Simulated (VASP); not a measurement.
# Ti in VASP: notebook

The runs below take Ti through electric field gradients, with PBE.

Everything below comes from runs of VASP 6.6.1. Logs are shortened: lines on timing, memory, paths and dates and some standing lists are left out, and cuts for length are marked.

## (1) The cell of the first run

The structure is trigonal, space group R-3m (No. 166). Conventional cell: a = 2.885 Å, b = 2.885 Å, c = 6.962 Å, α = 90.00°, β = 90.00°, γ = 120.00°. Ti (site symmetry -3m) has 12 Ti at 2.86 to 2.89 Å within 3.8 Å.

This isn't the form of Ti at room conditions, which is hcp.

## (2) Electric field gradients, PBE (equal xy, yz and zx shear strains of -1 %)

File INCAR:

```
SYSTEM = Ti
PREC = Accurate
ENCUT = 520
EDIFF = 1E-8
ISMEAR = -1
SIGMA = 0.05
LREAL = .FALSE.
LASPH = .TRUE.
NELM = 100
ALGO = Normal
ISIF = 2
LWAVE = .FALSE.
LCHARG = .FALSE.
GGA = PE
LEFG = .TRUE.
NBANDS = 12
```

File KPOINTS:

```
Automatic mesh
0
G
  15 15 15
  0 0 0
```

File POSCAR:

```
Ti
1.0
   -0.0203000000      2.0198500000      2.0198500000
    2.0198500000     -0.0203000000      2.0198500000
    2.0198500000      2.0198500000     -0.0203000000
Ti
1
Direct
    0.0000000000      0.0000000000      0.0000000000
```

Potentials or basis: VASP PAW PBE potentials, release 64 (Ti_sv).

Launch:

```sh
$ cat potpaw_PBE.64/Ti_sv/POTCAR > POTCAR
$ mpirun -np 1 vasp_std > vasp.out
```

OUTCAR:

```text
SYSTEM = Ti
   PREC = Accurate
   ENCUT = 520
   EDIFF = 1E-8
   ISMEAR = -1
   LREAL = .FALSE.
   LASPH = .TRUE.
   NELM = 100
   ISIF = 2
   GGA = PE

 ion  position               nearest neighbor table
   1  0.000  0.000  0.000-

  LATTYP: Found a trigonal (rhomboedric) cell.
 ALAT       =     2.8565713950
 COS(alpha) =     0.4899250057

  Lattice vectors:

 A1 = (  -0.0203000000,   2.0198500000,   2.0198500000)
 A2 = (   2.0198500000,  -0.0203000000,   2.0198500000)
 A3 = (   2.0198500000,   2.0198500000,  -0.0203000000)

Analysis of symmetry for initial positions (statically):
=====================================================================
 Subroutine PRICEL returns:
 Original cell was already a primitive cell.

 Routine SETGRP: Setting up the symmetry group for a
 trigonal (rhombohedral) supercell.

 Subroutine GETGRP returns: Found 12 space group operations
 (whereof 12 operations were pure point group operations)
 out of a pool of 12 trial point group operations.

The static configuration has the point symmetry D_3d.

Analysis of symmetry for dynamics (positions and initial velocities):
=====================================================================
 Subroutine PRICEL returns:
 Original cell was already a primitive cell.

 Routine SETGRP: Setting up the symmetry group for a
 trigonal (rhombohedral) supercell.

 Subroutine GETGRP returns: Found 12 space group operations
 (whereof 12 operations were pure point group operations)
 out of a pool of 12 trial point group operations.

The dynamic configuration has the point symmetry D_3d.

 Subroutine INISYM returns: Found 12 space group operations
 (whereof 12 operations are pure point group operations),
 and found     1 'primitive' translations

----------------------------------------------------------------------------------------

                                     Primitive cell

  volume of cell :      16.7296

  direct lattice vectors                    reciprocal lattice vectors
    -0.020300000  2.019850000  2.019850000    -0.243842241  0.246317796  0.246317796
     2.019850000 -0.020300000  2.019850000     0.246317796 -0.243842241  0.246317796
     2.019850000  2.019850000 -0.020300000     0.246317796  0.246317796 -0.243842241

  length of vectors
     2.856571395  2.856571395  2.856571395     0.425210480  0.425210480  0.425210480

  position of ions in fractional coordinates (direct lattice)
     0.000000000  0.000000000  0.000000000

  ion indices of the primitive-cell ions
   primitive index   ion index
                 1           1

----------------------------------------------------------------------------------------

 KPOINTS: Automatic mesh

Automatic generation of k-mesh.
 Grid dimensions read from file:
 generate k-points for:   15   15   15

 Generating k-lattice:

  Cartesian coordinates                     Fractional coordinates (reciprocal lattice)
    -0.016256149  0.016421186  0.016421186     0.066666667  0.000000000 -0.000000000
     0.016421186 -0.016256149  0.016421186     0.000000000  0.066666667 -0.000000000
     0.016421186  0.016421186 -0.016256149     0.000000000  0.000000000  0.066666667

  Length of vectors
     0.028347365  0.028347365  0.028347365

  Shift w.r.t. Gamma in fractional coordinates (k-lattice)
     0.000000000  0.000000000  0.000000000

 Subroutine IBZKPT returns following result:
 ===========================================

 Found    344 irreducible k-points:

 Following reciprocal coordinates:
            Coordinates               Weight
  0.000000  0.000000  0.000000      1.000000
  0.066667  0.000000  0.000000      6.000000
  0.133333  0.000000  0.000000      6.000000
  0.200000  0.000000  0.000000      6.000000
  0.266667  0.000000  0.000000      6.000000
  0.333333 -0.000000  0.000000      6.000000
[... 16 lines left out ...]
  0.133333  0.133333  0.000000      6.000000
  0.200000  0.133333  0.000000     12.000000
 [... further k-points ...]
   k-points           NKPTS =    344   k-points in BZ     NKDIM =    344   number of bands    NBANDS=     12
   number of dos      NEDOS =    301   number of ions     NIONS =      1
   total plane-waves  NPLWV =  13824
   dimension x,y,z NGX =    24 NGY =   24 NGZ =   24
   dimension x,y,z NGXF=    48 NGYF=   48 NGZF=   48
   ions per type =               1
   NGX,Y,Z   is equivalent  to a cutoff of  13.97, 13.97, 13.97 a.u.
   NGXF,Y,Z  is equivalent  to a cutoff of  27.93, 27.93, 27.93 a.u.
 SYSTEM =  Ti
   PREC   = accura    normal or accurate (medium, high low for compatibility)
   ISTART =      0    job   : 0-new  1-cont  2-samecut
   ICHARG =      2    charge: 1-file 2-atom 10-const
   ISPIN  =      1    spin polarized calculation?
   LNONCOLLINEAR =      F non collinear calculations
   LSORBIT =      F    spin-orbit coupling
   LASPH  =      T    aspherical Exc in radial PAW
   ENCUT  =  520.0 eV  38.22 Ry    6.18 a.u.   5.31  5.31  5.31*2*pi/ulx,y,z
   NELM   =    100;   NELMIN=  2; NELMDL= -5     # of ELM steps
   EDIFF  = 0.1E-07   stopping-criterion for ELM
   LREAL  =      F    real-space projection
   EDIFFG = 0.1E-06   stopping-criterion for IOM
   NSW    =      0    number of steps for IOM
   IBRION =     -1    ionic relax: 0-MD 1-quasi-New 2-CG
   NFREE  =      0    steps in history (QN), initial steepest desc. (CG)
   ISIF   =      2    stress and relaxation
   ISYM   =      2    0-nonsym 1-usesym 2-fastsym
   POTIM  = 0.5000    time-step for ionic-motion
   TEBEG  =    0.0;   TEEND  =   0.0 temperature during run
   PSTRESS=    0.0 pullay stress
   NELECT =      12.0000    total number of electrons
   NUPDOWN=      -1.0000    fix difference up-down
   EMIN   =  10.00;   EMAX   =-10.00  energy-range for DOS
   EFERMI =   0.00;   METHOD = LEGACY
   ISMEAR =    -1;   SIGMA  =   0.05  broadening in eV -4-tet -1-fermi 0-gaus
   EFERMI_NEDOS =   21; number of points for ismear=-14 and -15
   IALGO  =     38    algorithm
   IMIX   =      4    mixing-type and parameters
     AMIX     =   0.40;   BMIX     =  1.00
     AMIX_MAG =   1.60;   BMIX_MAG =  1.00
  volume/ion in A,a.u.               =      16.73       112.90
  Fermi-wavevector in a.u.,A,eV,Ry     =   1.465458  2.769314 29.219433  2.147568
  Thomas-Fermi vector in A             =   2.581313
   LORBIT       =      0    0 simple, 1 ext, 2 COOP (PROOUT), +10 PAW based schemes
   GGA     = PE    functional components
   LHFCALC =     F    Hartree Fock is set to
   AEXX    =    0.0000 exact exchange contribution
   IVDW    =     0    specifies the selected vdW correction
   LEPSILON=     F    determine dielectric tensor
   LRPA    =     F    only Hartree local field effects (RPA)
 non-spin polarized calculation
  energy-cutoff  :      520.00
  volume of cell :       16.73
 maximum number of plane-waves:       465
 NGX is ok and might be reduce to    24
   NGX = 11   NGY = 11   NGZ = 11

 number of electron      12.0000002 magnetization

 Free energy of the ion-electron system (eV)
  ---------------------------------------------------
  ext. energy  EPLUGINS =         0.00000000
  ---------------------------------------------------
  free energy    TOTEN  =        -7.77629364 eV

  energy without entropy =       -7.76277560  energy(sigma->0) =       -7.76953462

 E-fermi :   8.6272     XC(G=0): -11.6765

 val. band max:        8.6227727424   @ k =   0.4000   0.0667  -0.0000
 cond. band min:       8.6302394472   @ k =   0.2667   0.0000   0.0000
 fundamental gap:      0.0074667048
 Fermi energy:         8.6272445785

 k-point     1 :       0.0000    0.0000    0.0000
  band No.  band energies     occupation
      1     -48.0266      2.00000
      2     -23.8461      2.00000
      3     -23.8461      2.00000
      4     -23.8274      2.00000
      5       2.4401      2.00000
      6       9.4642      0.00000
      7       9.4642      0.00000
      8       9.6266      0.00000
      9      11.2382      0.00000
     10      11.2382      0.00000
     11      24.0737      0.00000
     12      28.5960      0.00000
[... 331 lines left out ...]
 k-point    24 :       0.2000    0.1333    0.0000
  band No.  band energies     occupation
      1     -47.9768      2.00000
      2     -24.0569      2.00000
      3     -23.9065      2.00000
      4     -23.8981      2.00000
      5       3.6965      2.00000
      6       8.6894      0.44754
      7       9.9280      0.00000
      8      10.1042      0.00000
      9      10.5530      0.00000
     10      11.5006      0.00000
     11      24.5805      0.00000
     12      25.4154      0.00000

 [... further k-points ...]

------------------------ aborting loop because EDIFF is reached ----------------------------------------

  FORCE on cell =-STRESS in cart. coord.  units (eV):
  Direction    XX          YY          ZZ          XY          YZ          ZX
  --------------------------------------------------------------------------------------
  -------------------------------------------------------------------------------------
  Total        0.4340319      0.4340319      0.4340319      0.0625569      0.0625569      0.0625569
  in kB       41.5668239     41.5668239     41.5668239      5.9910148      5.9910148      5.9910148
  external PRESSURE =      41.5668239 kB  Pullay stress =       0.0000000 kB

 VOLUME and BASIS-vectors are now :
 -----------------------------------------------------------------------------
  energy-cutoff  :      520.00
  volume of cell :       16.73
      direct lattice vectors                 reciprocal lattice vectors
    -0.020300000  2.019850000  2.019850000    -0.243842241  0.246317796  0.246317796
     2.019850000 -0.020300000  2.019850000     0.246317796 -0.243842241  0.246317796
     2.019850000  2.019850000 -0.020300000     0.246317796  0.246317796 -0.243842241

 POSITION                                       TOTAL-FORCE (eV/Angst)
 -----------------------------------------------------------------------------------
      0.00000      0.00000      0.00000        -0.000000      0.000000     -0.000000
 -----------------------------------------------------------------------------------
    total drift:                                0.000000      0.000000     -0.000000

  FREE ENERGIE OF THE ION-ELECTRON SYSTEM (eV)
  ---------------------------------------------------
  free  energy   TOTEN  =        -7.7762936397 eV

  energy  without entropy=       -7.7627755956  energy(sigma->0) =       -7.76953462

 Electric field gradients (V/A^2)
---------------------------------------------------------------------
 ion       V_xx      V_yy      V_zz      V_xy      V_xz      V_yz
---------------------------------------------------------------------
   1      -0.000    -0.000     0.000     2.357     2.357     2.357
---------------------------------------------------------------------

 Electric field gradients after diagonalization (V/A^2)
 (convention: |V_zz| > |V_xx| > |V_yy|)
----------------------------------------------------------------------
 ion       V_xx      V_yy      V_zz     asymmetry (V_yy - V_xx)/ V_zz
----------------------------------------------------------------------
   1      -2.357    -2.357     4.713       0.000
----------------------------------------------------------------------

           NMR quadrupolar parameters

 Cq : quadrupolar parameter    Cq=e*Q*V_zz/h
 eta: asymmetry parameters     (V_yy - V_xx)/ V_zz
 Q  : nuclear electric quadrupole moment in mb (millibarn)
----------------------------------------------------------------------
 ion       Cq(MHz)       eta       Q (mb)
----------------------------------------------------------------------
   1       0.011       0.000       1.000
----------------------------------------------------------------------
```

It took 90 s on 1 thread of Intel Xeon 8259CL, shared host; peak memory 0.19 GiB.

Results:

- Free energy: -7.7763 eV
- Pressure: 4.2 GPa
- Band gap on the k mesh: zero (bands 6 and 7 overlap by 1.20 eV)
- Largest electric field gradient by atom: Ti +4.7 V/Å²

Electric field gradients, principal values (V/Å²):
| atom | least | middle | greatest (by size) |
| --- | --- | --- | --- |
| 1 Ti | -2.357 | -2.357 | 4.713 |

Caveat: the cell differs from its parent crystal (equal xy, yz and zx shear strains of -1 %); the cell stands under pressure; without QUAD_EFG the Cq values of the log hold for a quadrupole moment of 1 mb, not for the nuclei.

(Part 1 of 3 ends here.)
